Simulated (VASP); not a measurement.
Wanted: the native input for a VASP 6.6.1 run.

```yaml
Task: single point
Functional: LDA
Potentials_or_basis: VASP PAW LDA potentials, release 64 (W_sv, Mg)
Cutoff: 520 eV
k_mesh: 3 × 3 × 3, shifted
Occupations: gaussian, width 0.118 eV
Spin: no spin polarisation
Dipole_correction: no
k_mesh_for_the_DOS: 5 × 5 × 5
Occupations_for_the_DOS: tetrahedron
Further_INCAR_settings: ALGO = Normal; EDIFF = 1e-06
```

MgW:

```
W Mg
1.0
     4.74569    0.06571   -4.95047
     0.14639    5.77057    0.06281
     4.75781    0.17637    4.90726
W Mg
4 4
Cartesian
  4.8401 1.1490 1.2414
  4.7595 1.0417 -3.6612
  4.9565 4.6710 3.6953
  4.8591 4.6859 -1.2378
  2.4359 4.0190 1.3523
  7.3100 4.2009 1.1753
  2.3931 1.8993 -1.1990
  7.1361 1.9299 -1.2622
```

One way to write it, as run:

POSCAR

```
MgW
1.0
    4.7456920000      0.0657110000     -4.9504740000
    0.1463890000      5.7705720000      0.0628120000
    4.7578070000      0.1763740000      4.9072550000
W Mg
4 4
Direct
    0.3793930000      0.1754390000      0.6334650000
    0.8690090000      0.1666970000      0.1284400000
    0.1369170000      0.7809680000      0.8811640000
    0.6276720000      0.7935580000      0.3708000000
    0.1117140000      0.6835990000      0.3795160000
    0.6402160000      0.6939070000      0.8764820000
    0.3696070000      0.3211270000      0.1244270000
    0.8730600000      0.3055660000      0.6196360000
```

INCAR.step1

```
SYSTEM = MgW
ALGO = Normal
EDIFF = 1E-6
ENCUT = 520
ISIF = 2
ISMEAR = 0
LASPH = .True.
LCHARG = .True.
LMAXMIX = 4
LREAL = .False.
LWAVE = .False.
NBANDS = 42
NELM = 100
PREC = Accurate
SIGMA = 0.118
```

KPOINTS.step1

```
Automatic mesh
0
Gamma
  3 3 3
  0 0 0.5
```

INCAR.step2

```
SYSTEM = MgW
ALGO = Normal
EDIFF = 1E-6
ENCUT = 520
ICHARG = 11
ISIF = 2
ISMEAR = -5
LASPH = .True.
LCHARG = .False.
LMAXMIX = 4
LORBIT = 11
LREAL = .False.
LWAVE = .False.
NEDOS = 2001
NELM = 100
PREC = Accurate
SIGMA = 0.118
```

KPOINTS.step2

```
k-points
0
Gamma
  5 5 5
  0 0 0
```

Potentials or basis: VASP PAW LDA potentials, release 64 (W_sv, Mg).

Command:

```sh
$ cat potpaw_LDA.64/W_sv/POTCAR potpaw_LDA.64/Mg/POTCAR > POTCAR
$ cp INCAR.step1 INCAR
$ cp KPOINTS.step1 KPOINTS
$ mpirun -np 1 vasp_std > vasp.out
$ cp INCAR.step2 INCAR
$ cp KPOINTS.step2 KPOINTS
$ mpirun -np 1 vasp_std > vasp.out
```

Results of the run:

The valence electrons inside the program's atomic spheres are W 11.47, 11.48 (each value once); Mg 0.27.

Caveat: the k points lie up to 0.36 Å⁻¹ apart.

Run time: 12 min on 1 thread of Intel(R) Xeon(R) Platinum 8375C CPU @ 2.90GHz (Ice Lake), on a shared host, peak memory 0.62 GiB.
